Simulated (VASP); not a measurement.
# PbS (P-6m2) in VASP: notebook, part 3 of 3

VASP 6.6.1. The steps go on from the part before.

**4. Single point, PBE+D3(BJ) (volume scaled by 0.94, then relaxed in part)**

Input file INCAR:

```
PREC = Accurate
ENCUT = 520
EDIFF = 1E-7
ISMEAR = 0
SIGMA = 0.1
LREAL = False
LASPH = True
NELM = 100
ALGO = Normal
ISIF = 2
LWAVE = False
LCHARG = True
GGA = PE
IVDW = 12
LELF = True
LVHAR = True
NBANDS = 17
```

Input file KPOINTS:

```
regular mesh
0
Gamma
  12 12 12
```

Input file POSCAR:

```
PbS
1.0
    3.8958520703      0.0000000000      0.0000000000
   -1.9479260351      3.3739068622      0.0000000000
    0.0000000000      0.0000000000      3.7526063235
Pb S
1 1
Direct
    0.0000000000      0.0000000000      0.0000000000
    0.6666666667      0.3333333333      0.5000000000
```

Potentials or basis: VASP PAW PBE potentials, release 64 (Pb_d, S).

The run is started by

```bash
$ cat potpaw_PBE.64/Pb_d/POTCAR potpaw_PBE.64/S/POTCAR > POTCAR
$ mpirun -np 1 vasp_std > vasp.out
```

OUTCAR:

```text
PREC = Accurate
   ENCUT = 520
   EDIFF = 1E-7
   ISMEAR = 0
   LREAL = False
   LASPH = True
   NELM = 100
   ISIF = 2
   GGA = PE
   IVDW = 12
 IVDW          = 12

 ion  position               nearest neighbor table
   1  0.000  0.000  0.000-   2 2.93   2 2.93   2 2.93   2 2.93   2 2.93   2 2.93
   2  0.667  0.333  0.500-   1 2.93   1 2.93   1 2.93   1 2.93   1 2.93   1 2.93

  LATTYP: Found a hexagonal cell.
 ALAT       =     3.8958520703
 C/A-ratio  =     0.9632312151

  Lattice vectors:

 A1 = (   3.8958520703,   0.0000000000,   0.0000000000)
 A2 = (  -1.9479260351,   3.3739068622,   0.0000000000)
 A3 = (   0.0000000000,   0.0000000000,   3.7526063235)

Analysis of symmetry for initial positions (statically):
=====================================================================
 Subroutine PRICEL returns:
 Original cell was already a primitive cell.

 Routine SETGRP: Setting up the symmetry group for a
 hexagonal supercell.

 Subroutine GETGRP returns: Found 12 space group operations
 (whereof 12 operations were pure point group operations)
 out of a pool of 24 trial point group operations.

The static configuration has the point symmetry D_3h.

Analysis of symmetry for dynamics (positions and initial velocities):
=====================================================================
 Subroutine PRICEL returns:
 Original cell was already a primitive cell.

 Routine SETGRP: Setting up the symmetry group for a
 hexagonal supercell.

 Subroutine GETGRP returns: Found 12 space group operations
 (whereof 12 operations were pure point group operations)
 out of a pool of 24 trial point group operations.

The dynamic configuration has the point symmetry D_3h.

 Subroutine INISYM returns: Found 12 space group operations
 (whereof 12 operations are pure point group operations),
 and found     1 'primitive' translations

----------------------------------------------------------------------------------------

                                     Primitive cell

[... 111 lines left out ...]
  volume/ion in A,a.u.               =      24.66       166.43
  Fermi-wavevector in a.u.,A,eV,Ry     =   1.211701  2.289782 19.976322  1.468218
  Thomas-Fermi vector in A             =   2.347208
   LORBIT       =      0    0 simple, 1 ext, 2 COOP (PROOUT), +10 PAW based schemes
   GGA     = PE    functional components
   LHFCALC =     F    Hartree Fock is set to
   AEXX    =    0.0000 exact exchange contribution
   IVDW    =    12    specifies the selected vdW correction
   LEPSILON=     F    determine dielectric tensor
   LRPA    =     F    only Hartree local field effects (RPA)
 non-spin polarized calculation
 Gauss-broadening in eV      SIGMA  =   0.10
  energy-cutoff  :      520.00
  volume of cell :       49.33
 maximum number of plane-waves:      1358
 NGX is ok and might be reduce to    30
   NGX = 15   NGY = 15   NGZ = 13

 number of electron      20.0000000 magnetization

 Free energy of the ion-electron system (eV)
  ---------------------------------------------------
  ext. energy  EPLUGINS =         0.00000000
  ---------------------------------------------------
  free energy    TOTEN  =        -8.43155898 eV

  energy without entropy =       -8.42952788  energy(sigma->0) =       -8.43054343

 E-fermi :   6.2741     XC(G=0):  -9.9616

 val. band max:        6.2602692724   @ k =   0.3333   0.2500   0.4167
 cond. band min:       6.2774415809   @ k =   0.3333   0.3333   0.0833
 fundamental gap:      0.0171723085
 Fermi energy:         6.2740990563

 k-point     1 :       0.0000    0.0000    0.0000
  band No.  band energies     occupation
      1     -10.5429      2.00000
      2     -10.5229      2.00000
      3     -10.5229      2.00000
      4     -10.3901      2.00000
      5     -10.3901      2.00000
      6      -7.5153      2.00000
[... 457 lines left out ...]
      4     -10.4415      2.00000
      5     -10.4033      2.00000
      6      -6.5376      2.00000
[... 9 lines left out ...]
     16      16.8076      0.00000
     17      17.3117      0.00000

 [... further k-points ...]

------------------------ aborting loop because EDIFF is reached ----------------------------------------

 Edisp (eV)   -0.73541

 E8    (eV) :    -0.3309

  FORCE on cell =-STRESS in cart. coord.  units (eV):
  Direction    XX          YY          ZZ          XY          YZ          ZX
  --------------------------------------------------------------------------------------
  -------------------------------------------------------------------------------------
  Total       0.99110     0.99110     0.98607     0.00000     0.00000     0.00000
  in kB      32.19279    32.19279    32.02944     0.00000     0.00000     0.00000
  external pressure =       32.14 kB  Pullay stress =        0.00 kB

 VOLUME and BASIS-vectors are now :
 -----------------------------------------------------------------------------
  energy-cutoff  :      520.00
  volume of cell :       49.33
      direct lattice vectors                 reciprocal lattice vectors
     3.895852070  0.000000000  0.000000000     0.256683257  0.148196148  0.000000000
    -1.947926035  3.373906862  0.000000000     0.000000000  0.296392296  0.000000000
     0.000000000  0.000000000  3.752606323     0.000000000  0.000000000  0.266481457

 POSITION                                       TOTAL-FORCE (eV/Angst)
 -----------------------------------------------------------------------------------
      0.00000      0.00000      0.00000         0.000000     -0.000000      0.000000
      1.94793      1.12464      1.87630        -0.000000      0.000000      0.000000
 -----------------------------------------------------------------------------------
    total drift:                               -0.000000      0.000000      0.000000

  FREE ENERGIE OF THE ION-ELECTRON SYSTEM (eV)
  ---------------------------------------------------
  free  energy   TOTEN  =        -9.1669665260 eV

  energy  without entropy=       -9.1649354285  energy(sigma->0) =       -9.16595098
```

OSZICAR:

```text
N       E                     dE             d eps       ncg     rms          rms(c)
DAV:   1     0.159872378455E+03    0.15987E+03   -0.97906E+03  4554   0.125E+03
DAV:   2     0.291885124611E+01   -0.15695E+03   -0.15133E+03  4874   0.320E+02
DAV:   3    -0.867441399747E+01   -0.11593E+02   -0.11455E+02  5994   0.920E+01
DAV:   4    -0.895472444841E+01   -0.28031E+00   -0.28003E+00  5908   0.154E+01
DAV:   5    -0.896507353458E+01   -0.10349E-01   -0.10348E-01  6683   0.285E+00    0.523E+00
DAV:   6    -0.843765006885E+01    0.52742E+00   -0.13778E+00  7149   0.896E+00    0.369E+00
DAV:   7    -0.843185004314E+01    0.58000E-02   -0.14730E-01  5759   0.202E+00    0.197E+00
DAV:   8    -0.843194266807E+01   -0.92625E-04   -0.16975E-02  5796   0.133E+00    0.128E-01
DAV:   9    -0.843142507764E+01    0.51759E-03   -0.38827E-03  7257   0.511E-01    0.111E-01
DAV:  10    -0.843154682846E+01   -0.12175E-03   -0.36807E-04  5075   0.132E-01    0.636E-02
DAV:  11    -0.843155856195E+01   -0.11733E-04   -0.43316E-05  6243   0.676E-02    0.161E-02
DAV:  12    -0.843155907283E+01   -0.51087E-06   -0.45518E-06  5960   0.312E-02    0.324E-03
DAV:  13    -0.843155897834E+01    0.94486E-07   -0.48437E-07  5563   0.475E-03
   1 F= -.91669665E+01 E0= -.91659510E+01  d E =-.203110E-02
```

stdout:

```text
POSCAR found type information on POSCAR PbS
 POSCAR found :  2 types and       2 ions
 scaLAPACK will be used
 LDA part: xc-table for (Slater+PW92), standard interpolation
 POSCAR, INCAR and KPOINTS ok, starting setup
 FFT: planning ... GRIDC
 FFT: planning ... GRID_SOFT
 FFT: planning ... GRID
 WAVECAR not read
 entering main loop
```

It took 57 s on 1 thread of AMD EPYC 9R14 (Zen 4), shared host; peak memory 0.22 GiB.

Results:

```yaml
Free_energy: -9.1670 eV
Pressure: 3.2 GPa
Band_gap_on_the_k_mesh: zero (band 10 reaches 6.79 eV, above the bottom of band 11 at 5.61 eV)
Dispersion_energy_per_atom: -0.368 eV
```

Caveat: spin-orbit coupling is left out, which moves the levels of the heavy elements; pairwise dispersion overbinds metals, which lowers pressure and volume.

**5. Summary**

| cell | gap on the mesh (eV) | pressure (GPa) |
| --- | --- | --- |
| a = 3.777, b = 3.777, c = 3.737 Å, angles 90.0, 90.0, 120.0°, 2 atoms | none | 7.7 |
| a = 3.837, b = 3.837, c = 3.745 Å, angles 90.0, 90.0, 120.0°, 2 atoms | none | 5.2 |
| a = 3.896, b = 3.896, c = 3.753 Å, angles 90.0, 90.0, 120.0°, 2 atoms | none | 3.2 |

Alike in all rows: task single point; level PBE+D3(BJ); potentials or basis VASP PAW PBE potentials, release 64 (Pb_d, S); no spin polarisation; k mesh 12 × 12 × 12; cutoff (eV) 520; smearing gaussian 0.1 eV.

Caveats: spin-orbit coupling is left out, which moves the levels of the heavy elements; pairwise dispersion overbinds metals, which lowers pressure and volume.

Total energies depend on the potentials used, so only differences within one code and one set of settings carry meaning.
